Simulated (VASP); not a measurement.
# NaPbBr3 (P4/mmm) in VASP: settings compared

Aim: see how the results for NaPbBr3 move with the level of theory and the settings. Levels: PBE, r2SCAN. Tasks: single point.

Program: VASP 6.6.1. These are calculated values, not measurements. Logs are shortened: lines on timing, memory, paths and dates and some standing lists are left out, and cuts for length are marked.

**1. The cell of the first run**

It takes space group P4/mmm (No. 123, tetragonal). Conventional cell: a = 5.733 Å, b = 5.733 Å, c = 5.955 Å, α = 90.00°, β = 90.00°, γ = 90.00°. Na (site symmetry 4/mmm) has 12 Br at 4.05 to 4.13 Å and 8 Pb at 5.03 Å within 5.3 Å. Within 3.8 Å of Pb (site symmetry 4/mmm) lie 6 Br at 2.87 to 2.98 Å. Within 4.2 Å of Br (site symmetry 4/mmm) lie 2 Pb at 2.98 Å and 4 Na at 4.05 Å and 8 Br at 4.13 Å. Within 3.8 Å of Br (site symmetry mmm) lie 2 Pb at 2.87 Å.

**2. Single point, PBE (epitaxial xy strain -3.0%)**

INCAR

```
PREC = Accurate ; ENCUT = 520
EDIFF = 1E-6 ; ISMEAR = -1
SIGMA = 0.02 ; LREAL = False
LASPH = True ; NELM = 60
ALGO = Normal ; ISIF = 2
LWAVE = False ; LCHARG = False
GGA = PE ; NBANDS = 29
```

KPOINTS

```
regular mesh
0
Gamma
  4 4 4
```

POSCAR

```
NaPbBr3
1.0
    5.7325623773      0.0000000000      0.0000000000
    0.0000000000      5.7325623773      0.0000000000
    0.0000000000      0.0000000000      5.9550177661
Na Pb Br
1 1 3
Direct
    0.0000000000      0.0000000000      0.0000000000
    0.5000000000      0.5000000000      0.5000000000
    0.5000000000      0.5000000000      0.0000000000
    0.5000000000      0.0000000000      0.5000000000
    0.0000000000      0.5000000000      0.5000000000
```

Potentials or basis: VASP PAW PBE potentials, release 64 (Na_pv, Pb_d, Br).

On the command line:

```sh
> cat potpaw_PBE.64/Na_pv/POTCAR potpaw_PBE.64/Pb_d/POTCAR potpaw_PBE.64/Br/POTCAR > POTCAR
> mpirun -np 1 vasp_std > vasp.out
```

OUTCAR:

```text
PREC = Accurate
   ENCUT = 520
   EDIFF = 1E-6
   ISMEAR = -1
   LREAL = False
   LASPH = True
   NELM = 60
   ISIF = 2
   GGA = PE

 ion  position               nearest neighbor table
   1  0.000  0.000  0.000-
   2  0.500  0.500  0.500-   4 2.87   5 2.87   4 2.87   5 2.87   3 2.98   3 2.98
   3  0.500  0.500  0.000-   2 2.98   2 2.98
   4  0.500  0.000  0.500-   2 2.87   2 2.87
   5  0.000  0.500  0.500-   2 2.87   2 2.87

  LATTYP: Found a simple tetragonal cell.
 ALAT       =     5.7325623773
 C/A-ratio  =     1.0388055767

  Lattice vectors:

 A1 = (   5.7325623773,   0.0000000000,   0.0000000000)
 A2 = (   0.0000000000,   5.7325623773,   0.0000000000)
 A3 = (   0.0000000000,   0.0000000000,   5.9550177661)

Analysis of symmetry for initial positions (statically):
=====================================================================
 Subroutine PRICEL returns:
 Original cell was already a primitive cell.

 Routine SETGRP: Setting up the symmetry group for a
 simple tetragonal supercell.

 Subroutine GETGRP returns: Found 16 space group operations
 (whereof 16 operations were pure point group operations)
 out of a pool of 16 trial point group operations.

The static configuration has the point symmetry D_4h.

Analysis of symmetry for dynamics (positions and initial velocities):
=====================================================================
 Subroutine PRICEL returns:
 Original cell was already a primitive cell.

 Routine SETGRP: Setting up the symmetry group for a
 simple tetragonal supercell.

 Subroutine GETGRP returns: Found 16 space group operations
 (whereof 16 operations were pure point group operations)
 out of a pool of 16 trial point group operations.

The dynamic configuration has the point symmetry D_4h.

 Subroutine INISYM returns: Found 16 space group operations
 (whereof 16 operations are pure point group operations),
 and found     1 'primitive' translations

----------------------------------------------------------------------------------------

                                     Primitive cell

  volume of cell :     195.6954

  direct lattice vectors                    reciprocal lattice vectors
     5.732562377  0.000000000  0.000000000     0.174442062  0.000000000  0.000000000
     0.000000000  5.732562377  0.000000000     0.000000000  0.174442062  0.000000000
     0.000000000  0.000000000  5.955017766     0.000000000  0.000000000  0.167925612
[... 78 lines left out ...]
   LNONCOLLINEAR =      F non collinear calculations
   LSORBIT =      F    spin-orbit coupling
   LASPH  =      T    aspherical Exc in radial PAW
   ENCUT  =  520.0 eV  38.22 Ry    6.18 a.u.  10.66 10.66 11.07*2*pi/ulx,y,z
   NELM   =     60;   NELMIN=  2; NELMDL= -5     # of ELM steps
   EDIFF  = 0.1E-05   stopping-criterion for ELM
   LREAL  =      F    real-space projection
   EDIFFG = 0.1E-04   stopping-criterion for IOM
   NSW    =      0    number of steps for IOM
   IBRION =     -1    ionic relax: 0-MD 1-quasi-New 2-CG
   NFREE  =      0    steps in history (QN), initial steepest desc. (CG)
   ISIF   =      2    stress and relaxation
   ISYM   =      2    0-nonsym 1-usesym 2-fastsym
   POTIM  = 0.5000    time-step for ionic-motion
   TEBEG  =    0.0;   TEEND  =   0.0 temperature during run
   PSTRESS=    0.0 pullay stress
   NELECT =      42.0000    total number of electrons
   NUPDOWN=      -1.0000    fix difference up-down
   EMIN   =  10.00;   EMAX   =-10.00  energy-range for DOS
   EFERMI =   0.00;   METHOD = LEGACY
   ISMEAR =    -1;   SIGMA  =   0.02  broadening in eV -4-tet -1-fermi 0-gaus
   EFERMI_NEDOS =   21; number of points for ismear=-14 and -15
   IALGO  =     38    algorithm
   IMIX   =      4    mixing-type and parameters
     AMIX     =   0.40;   BMIX     =  1.00
     AMIX_MAG =   1.60;   BMIX_MAG =  1.00
  volume/ion in A,a.u.               =      39.14       264.12
  Fermi-wavevector in a.u.,A,eV,Ry     =   0.980162  1.852237 13.071347  0.960717
  Thomas-Fermi vector in A             =   2.111071
   LORBIT       =      0    0 simple, 1 ext, 2 COOP (PROOUT), +10 PAW based schemes
   GGA     = PE    functional components
[... 5 lines left out ...]
 non-spin polarized calculation
  energy-cutoff  :      520.00
  volume of cell :      195.70
 maximum number of plane-waves:      5324
 NGX is ok and might be reduce to    48
   NGX = 21   NGY = 21   NGZ = 23

 number of electron      41.9999995 magnetization

 Free energy of the ion-electron system (eV)
  ---------------------------------------------------
  ext. energy  EPLUGINS =         0.00000000
  ---------------------------------------------------
  free energy    TOTEN  =       -14.62613938 eV

  energy without entropy =      -14.62613938  energy(sigma->0) =      -14.62613938

 E-fermi :   1.6109     XC(G=0):  -7.0817

 val. band max:        1.2157230535   @ k =   0.5000   0.5000   0.5000
 cond. band min:       2.4274410318   @ k =   0.0000   0.0000   0.0000
 fundamental gap:      1.2117179783
 Fermi energy:         1.6108667401

 k-point     1 :       0.0000    0.0000    0.0000
  band No.  band energies     occupation
      1     -24.6497      2.00000
      2     -24.6484      2.00000
      3     -24.6484      2.00000
      4     -15.9033      2.00000
      5     -15.8516      2.00000
      6     -15.6766      2.00000
[... 565 lines left out ...]
     28       7.0787      0.00000
     29       7.8236      0.00000

------------------------ aborting loop because EDIFF is reached ----------------------------------------

  FORCE on cell =-STRESS in cart. coord.  units (eV):
  Direction    XX          YY          ZZ          XY          YZ          ZX
  --------------------------------------------------------------------------------------
  -------------------------------------------------------------------------------------
  Total        2.9661401      2.9661401      0.5883722      0.0000000      0.0000000      0.0000000
  in kB       24.2840770     24.2840770      4.8170605      0.0000000      0.0000000      0.0000000
  external PRESSURE =      17.7950715 kB  Pullay stress =       0.0000000 kB

 VOLUME and BASIS-vectors are now :
 -----------------------------------------------------------------------------
  energy-cutoff  :      520.00
  volume of cell :      195.70
      direct lattice vectors                 reciprocal lattice vectors
     5.732562377  0.000000000  0.000000000     0.174442062  0.000000000  0.000000000
     0.000000000  5.732562377  0.000000000     0.000000000  0.174442062  0.000000000
     0.000000000  0.000000000  5.955017766     0.000000000  0.000000000  0.167925612

 POSITION                                       TOTAL-FORCE (eV/Angst)
 -----------------------------------------------------------------------------------
      0.00000      0.00000      0.00000         0.000000      0.000000      0.000000
      2.86628      2.86628      2.97751         0.000000      0.000000      0.000000
      2.86628      2.86628      0.00000         0.000000      0.000000      0.000000
      2.86628      0.00000      2.97751         0.000000      0.000000      0.000000
      0.00000      2.86628      2.97751         0.000000      0.000000      0.000000
 -----------------------------------------------------------------------------------
    total drift:                                0.000000     -0.000000     -0.000000

  FREE ENERGIE OF THE ION-ELECTRON SYSTEM (eV)
  ---------------------------------------------------
  free  energy   TOTEN  =       -14.6261393810 eV

  energy  without entropy=      -14.6261393809  energy(sigma->0) =      -14.62613938
```

Wall time 82 s (1 thread of Intel Xeon Platinum 8488C (Sapphire Rapids), shared host); peak memory 0.37 GiB.

Results:

- Free energy: -14.6261 eV
- Pressure: 1.8 GPa
- Band gap on the k mesh: 1.21 eV (least direct gap 1.22 eV)

Caveat: the cell differs from its parent crystal (epitaxial xy strain -3.0%); spin-orbit coupling is left out, which moves the levels of the heavy elements. A k mesh can miss the band edges.

**3. Single point, r2SCAN (epitaxial xy strain -3.0%)**

POSCAR is that of step 2.

INCAR.step1

```
SYSTEM = NaPbBr3
PREC = Accurate ; ENCUT = 520
ISMEAR = 0 ; SIGMA = 0.01
LREAL = .False. ; LASPH = .True.
NELM = 100 ; NBANDS = 29
GGA = PE ; ALGO = Normal
EDIFF = 1E-4 ; LWAVE = .True.
LCHARG = .False.
```

INCAR.step2

```
SYSTEM = NaPbBr3
PREC = Accurate ; ENCUT = 520
EDIFF = 1E-6 ; ISMEAR = 0
SIGMA = 0.01 ; LREAL = .False.
LASPH = .True. ; NELM = 100
ALGO = Normal ; ISIF = 2
LWAVE = .False. ; LCHARG = .False.
METAGGA = R2SCAN ; LMIXTAU = .True.
NBANDS = 29 ; ISTART = 1
```

KPOINTS

```
Automatic mesh
0
Gamma
  4 4 4
  0 0 0
```

Potentials or basis: VASP PAW PBE potentials, release 64 (Na_pv, Pb_d, Br).

On the command line:

```sh
> cat potpaw_PBE.64/Na_pv/POTCAR potpaw_PBE.64/Pb_d/POTCAR potpaw_PBE.64/Br/POTCAR > POTCAR
> cp INCAR.step1 INCAR
> mpirun -np 1 vasp_std > vasp.out
> cp INCAR.step2 INCAR
> mpirun -np 1 vasp_std > vasp.out
```

OUTCAR:

```text
SYSTEM = NaPbBr3
   PREC = Accurate
   ENCUT = 520
   EDIFF = 1E-6
   ISMEAR = 0
   LREAL = .False.
   LASPH = .True.
   NELM = 100
   ISIF = 2
   METAGGA = R2SCAN
   ISTART = 1

 ion  position               nearest neighbor table
   1  0.000  0.000  0.000-
   2  0.500  0.500  0.500-   4 2.87   5 2.87   4 2.87   5 2.87   3 2.98   3 2.98
   3  0.500  0.500  0.000-   2 2.98   2 2.98
   4  0.500  0.000  0.500-   2 2.87   2 2.87
   5  0.000  0.500  0.500-   2 2.87   2 2.87

  LATTYP: Found a simple tetragonal cell.
 ALAT       =     5.7325623773
 C/A-ratio  =     1.0388055767

  Lattice vectors:

 A1 = (   5.7325623773,   0.0000000000,   0.0000000000)
 A2 = (   0.0000000000,   5.7325623773,   0.0000000000)
 A3 = (   0.0000000000,   0.0000000000,   5.9550177661)

Analysis of symmetry for initial positions (statically):
=====================================================================
 Subroutine PRICEL returns:
 Original cell was already a primitive cell.

 Routine SETGRP: Setting up the symmetry group for a
 simple tetragonal supercell.

 Subroutine GETGRP returns: Found 16 space group operations
 (whereof 16 operations were pure point group operations)
 out of a pool of 16 trial point group operations.

The static configuration has the point symmetry D_4h.

Analysis of symmetry for dynamics (positions and initial velocities):
=====================================================================
 Subroutine PRICEL returns:
 Original cell was already a primitive cell.

 Routine SETGRP: Setting up the symmetry group for a
 simple tetragonal supercell.

 Subroutine GETGRP returns: Found 16 space group operations
 (whereof 16 operations were pure point group operations)
 out of a pool of 16 trial point group operations.

The dynamic configuration has the point symmetry D_4h.

 Subroutine INISYM returns: Found 16 space group operations
[... 113 lines left out ...]
   IALGO  =     38    algorithm
   IMIX   =      4    mixing-type and parameters
     AMIX     =   0.40;   BMIX     =  1.00
     AMIX_MAG =   1.60;   BMIX_MAG =  1.00
  volume/ion in A,a.u.               =      39.14       264.12
  Fermi-wavevector in a.u.,A,eV,Ry     =   0.980162  1.852237 13.071347  0.960717
  Thomas-Fermi vector in A             =   2.111071
   LORBIT       =      0    0 simple, 1 ext, 2 COOP (PROOUT), +10 PAW based schemes
   METAGGA = R2SCAN    functional components
   LHFCALC =     F    Hartree Fock is set to
   AEXX    =    0.0000 exact exchange contribution
   IVDW    =     0    specifies the selected vdW correction
   LEPSILON=     F    determine dielectric tensor
   LRPA    =     F    only Hartree local field effects (RPA)
 non-spin polarized calculation
 Gauss-broadening in eV      SIGMA  =   0.01
  energy-cutoff  :      520.00
  volume of cell :      195.70
 maximum number of plane-waves:      5324
 NGX is ok and might be reduce to    48
   NGX = 21   NGY = 21   NGZ = 23

 number of electron      41.9999995 magnetization

 Free energy of the ion-electron system (eV)
  ---------------------------------------------------
  ext. energy  EPLUGINS =         0.00000000
  ---------------------------------------------------
  free energy    TOTEN  =      -105.17823563 eV

  energy without entropy =     -105.17823563  energy(sigma->0) =     -105.17823563

 E-fermi :   1.1127     XC(G=0):  -7.4145

 val. band max:        1.0059559687   @ k =   0.5000   0.5000   0.5000
 cond. band min:       2.5852307499   @ k =   0.5000   0.5000   0.5000
 fundamental gap:      1.5792747812
 Fermi energy:         1.1127359402

 k-point     1 :       0.0000    0.0000    0.0000
  band No.  band energies     occupation
      1     -25.6919      2.00000
      2     -25.6908      2.00000
      3     -25.6908      2.00000
      4     -16.7322      2.00000
      5     -16.6740      2.00000
      6     -16.4810      2.00000
[... 565 lines left out ...]
     28       7.3937      0.00000
     29       8.0575      0.00000

------------------------ aborting loop because EDIFF is reached ----------------------------------------

  FORCE on cell =-STRESS in cart. coord.  units (eV):
  Direction    XX          YY          ZZ          XY          YZ          ZX
  --------------------------------------------------------------------------------------
  -------------------------------------------------------------------------------------
  Total        2.4347006      2.4347006      0.0108306      0.0000000      0.0000000      0.0000000
  in kB       19.9331306     19.9331306      0.0886708      0.0000000      0.0000000      0.0000000
  external PRESSURE =      13.3183107 kB  Pullay stress =       0.0000000 kB

 VOLUME and BASIS-vectors are now :
 -----------------------------------------------------------------------------
  energy-cutoff  :      520.00
  volume of cell :      195.70
      direct lattice vectors                 reciprocal lattice vectors
     5.732562377  0.000000000  0.000000000     0.174442062  0.000000000  0.000000000
     0.000000000  5.732562377  0.000000000     0.000000000  0.174442062  0.000000000
     0.000000000  0.000000000  5.955017766     0.000000000  0.000000000  0.167925612

 POSITION                                       TOTAL-FORCE (eV/Angst)
 -----------------------------------------------------------------------------------
      0.00000      0.00000      0.00000         0.000000      0.000000      0.000000
      2.86628      2.86628      2.97751         0.000000      0.000000      0.000000
      2.86628      2.86628      0.00000         0.000000      0.000000      0.000000
      2.86628      0.00000      2.97751         0.000000      0.000000      0.000000
      0.00000      2.86628      2.97751         0.000000      0.000000      0.000000
 -----------------------------------------------------------------------------------
    total drift:                                0.000000     -0.000000     -0.000000

  FREE ENERGIE OF THE ION-ELECTRON SYSTEM (eV)
  ---------------------------------------------------
  free  energy   TOTEN  =      -105.1782356277 eV

  energy  without entropy=     -105.1782356277  energy(sigma->0) =     -105.17823563
```

OUTCAR.step1:

```text
SYSTEM = NaPbBr3
   PREC = Accurate
   ENCUT = 520
   ISMEAR = 0
   LREAL = .False.
   LASPH = .True.
   NELM = 100
[... 800 lines left out ...]
      2.86628      2.86628      0.00000         0.000000      0.000000      0.000000
      2.86628      0.00000      2.97751         0.000000      0.000000      0.000000
      0.00000      2.86628      2.97751         0.000000      0.000000      0.000000
 -----------------------------------------------------------------------------------
    total drift:                                0.000000     -0.000000     -0.000000

  FREE ENERGIE OF THE ION-ELECTRON SYSTEM (eV)
  ---------------------------------------------------
  free  energy   TOTEN  =       -14.6261218612 eV

  energy  without entropy=      -14.6261218612  energy(sigma->0) =      -14.62612186
```

OSZICAR.step1:

```text
N       E                     dE             d eps       ncg     rms          rms(c)
DAV:   1     0.398012922222E+03    0.39801E+03   -0.18452E+04  1060   0.130E+03
DAV:   2     0.341561466199E+02   -0.36386E+03   -0.34999E+03  1171   0.329E+02
DAV:   3    -0.133640644362E+02   -0.47520E+02   -0.46389E+02  1307   0.131E+02
DAV:   4    -0.153695744110E+02   -0.20055E+01   -0.19984E+01  1295   0.326E+01
DAV:   5    -0.154263023397E+02   -0.56728E-01   -0.56717E-01  1330   0.535E+00    0.474E+00
DAV:   6    -0.147511498287E+02    0.67515E+00   -0.84039E-01  1525   0.835E+00    0.269E+00
DAV:   7    -0.146376758060E+02    0.11347E+00   -0.50579E-01  1536   0.378E+00    0.110E+00
DAV:   8    -0.146290464722E+02    0.86293E-02   -0.64827E-02  1304   0.240E+00    0.228E-01
DAV:   9    -0.146259324579E+02    0.31140E-02   -0.10211E-02  1365   0.823E-01    0.196E-01
DAV:  10    -0.146261765771E+02   -0.24412E-03   -0.25840E-03  1330   0.331E-01    0.638E-02
DAV:  11    -0.146261218612E+02    0.54716E-04   -0.28749E-04  1033   0.186E-01
   1 F= -.14626122E+02 E0= -.14626122E+02  d E =-.814093E-21
```

It took 5 min on 1 thread of Intel Xeon Platinum 8488C (Sapphire Rapids), shared host; peak memory 0.42 GiB.

What came out:

```
Free energy            : -105.1782 eV
Pressure               : 1.3 GPa
Band gap on the k mesh : 1.58 eV
```

Stress tensor (GPa, compression positive):
```
1.99 0.00 0.00
0.00 1.99 0.00
0.00 0.00 0.01
```

Caveat: the cell differs from its parent crystal (epitaxial xy strain -3.0%); the PAW data sets were made with another functional, which shifts forces and pressure a little; spin-orbit coupling is left out, which moves the levels of the heavy elements. A k mesh can miss the band edges.
